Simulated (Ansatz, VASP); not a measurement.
One calculation of CuO, two programs

The input INCAR:

```
SYSTEM = CuO
  ALGO = Normal
  EDIFF = 1E-6
  ENCUT = 520
  GGA = CA
  ISIF = 2
  ISMEAR = -1
  LASPH = .True.
  LCHARG = .True.
  LELF = .True.
  LREAL = .False.
  LVHAR = .True.
  LWAVE = .False.
  NBANDS = 25
  NELM = 80
  PREC = Accurate
  SIGMA = 0.05
```

The input KPOINTS:

```
k-points
0
Gamma
  10 10 6
  0 0 0
```

Contents of POSCAR:

```
CuO
1.0
    0.0000000000     -2.1023544713     -2.1023544713
   -2.1023544713      0.0000000000     -2.1023544713
    2.1023544713      2.1023544713     -4.2047089426
Cu O
2 2
Direct
    0.5038875400      0.4769880100      0.4880064000
    0.0038875400      0.9769880100      0.9880064000
    0.7461124600      0.7730119900      0.7619936000
    0.2461124600      0.2730119900      0.2619936000
```

The input input.yaml:

```yaml
crystal:
  lattice:
    - [0.0, -2.1023544713, -2.1023544713]
    - [-2.1023544713, 0.0, -2.1023544713]
    - [2.1023544713, 2.1023544713, -4.2047089426]
  atoms:
    - { symbol: Cu, position: [0.50388754, 0.47698801, 0.4880064] }
    - { symbol: Cu, position: [0.00388754, 0.97698801, 0.9880064] }
    - { symbol: O, position: [0.74611246, 0.77301199, 0.7619936] }
    - { symbol: O, position: [0.24611246, 0.27301199, 0.2619936] }
hamiltonian:
  xc: lda
  pseudopotentials: { kind: paw }
kpoints:
  mp_grid: { grid: [10, 10, 6] }
scf:
  occupations: { method: fermi_dirac, width: 0.05 }
output:
  forces: true
  stress: true
  eigenvalues: true
  write_density: true
  write_potential: true
  elf: true
  volumetric_format: npy
```

Alike in both runs: task single point; functional LDA; k mesh 10 × 10 × 6; occupations fermi-dirac, width 0.05 eV; no spin polarisation.

|  | VASP | Ansatz |
| --- | --- | --- |
| version | VASP 6.6.1 | Ansatz 0.2.0 |
| potentials or method | VASP PAW LDA potentials, release 64 (Cu, O) | Ansatz PAW |
| plane-wave cutoff (eV) | 520 | 420 |
| valence electrons in the cell | 34 | 50 |

Ansatz gave:

- gap on the k mesh at the Fermi level (eV): none
- pressure (GPa): -7.3
- traceless stress, the component that is largest in VASP (GPa): 4.91
- rms of the force components (eV/Å): 0.645

**Question.** Estimate VASP's values.

**Answer.** gap on the k mesh at the Fermi level (eV): none; pressure (GPa): -6.7; traceless stress, the component that is largest in VASP (GPa): 5.19; rms of the force components (eV/Å): 0.674.

LDA's correlation is that of Perdew and Zunger in VASP and of Perdew and Wang (1992) in Ansatz. Atom by atom the forces differ by 0.029 eV/Å (rms over components). A gap of «none» marks a metal or a gap that the smearing closes. VASP's potentials hold 34 valence electrons a cell and Ansatz's 50, so a difference there can come from the potentials and not from the codes.

Noted on Ansatz's run: Pulay correction over one GPa.
